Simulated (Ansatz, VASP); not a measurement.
## One calculation of Sb, two programs

File INCAR:

```
ALGO = Normal ; DIPOL = 0.5 0.5 0.388
EDIFF = 1E-7 ; ENCUT = 520
GGA = PE ; IDIPOL = 3
ISIF = 2 ; ISMEAR = 0
IVDW = 12 ; LASPH = True
LCHARG = True ; LDIPOL = True
LELF = True ; LREAL = False
LVACPOTAV = True ; LVHAR = True
LWAVE = False ; NBANDS = 18
NELM = 100 ; PREC = Accurate
SIGMA = 0.05
```

KPOINTS

```
k-points
0
Gamma
  9 9 1
```

POSCAR

```
Sb
1.0
    4.0686848921      0.0000000000      0.0000000000
   -2.0343424461      3.5235844766      0.0000000000
    0.0000000000      0.0000000000     20.8000277116
Sb
4
Direct
    0.3333333333      0.6666666667      0.2956733491
    0.6666666667      0.3333333333      0.2163458656
    0.7777777778      0.5555555556      0.5600967399
    0.4444444444      0.8888888889      0.4807692564
```

Input for Ansatz:

```yaml
crystal:
  lattice:
    - [4.0686853555, 0.0, 0.0]
    - [-2.0343426777, 3.5235848779, 0.0]
    - [0.0, 0.0, 20.8000291998]
  atoms:
    - { symbol: Sb, position: [0.3333333333, 0.6666666667, 0.2956733638] }
    - { symbol: Sb, position: [0.6666666667, 0.3333333333, 0.2163458501] }
    - { symbol: Sb, position: [0.7777777778, 0.5555555556, 0.5600967714] }
    - { symbol: Sb, position: [0.4444444444, 0.8888888889, 0.4807692578] }
basis:
  ecutwfc: 420
kpoints:
  mp_grid: { grid: [9, 9, 1] }
hamiltonian:
  xc: pbe
  dispersion: d3bj
scf:
  occupations: { method: gaussian, width: 0.05 }
output:
  forces: true
  eigenvalues: true
efield:
  axis: 3
  dipole_correction: true
  ramp_width: 0.04
```

Alike in both runs: task single point; functional PBE; dispersion D3(BJ); k mesh 9 × 9 × 1; occupations gaussian, width 0.05 eV; no spin polarisation.

```csv
,VASP,Ansatz
version,VASP 6.6.1,Ansatz 0.2.0
potentials or method,"VASP PAW PBE potentials, release 64 (Sb), cutoff 520 eV","scalar-relativistic, plane waves, PAW"
valence electrons in the cell,20,60
```

Ansatz gave:

| Property | Result |
| --- | --- |
| gap on the k mesh at the Fermi level (eV) | 0.86 |
| least direct gap on the mesh (eV) | 1.39 |
| rms of the force components (eV/Å) | 0.019 |

Task: What did VASP give for the same quantities?

Result: gap on the k mesh at the Fermi level (eV): 0.87; least direct gap on the mesh (eV): 1.36; rms of the force components (eV/Å): 0.058.

Atom by atom the forces differ by 0.050 eV/Å (rms over components). VASP's potentials hold 20 valence electrons a cell and Ansatz's 60, so a difference there can come from the potentials and not from the codes.

Spin-orbit coupling is off throughout.
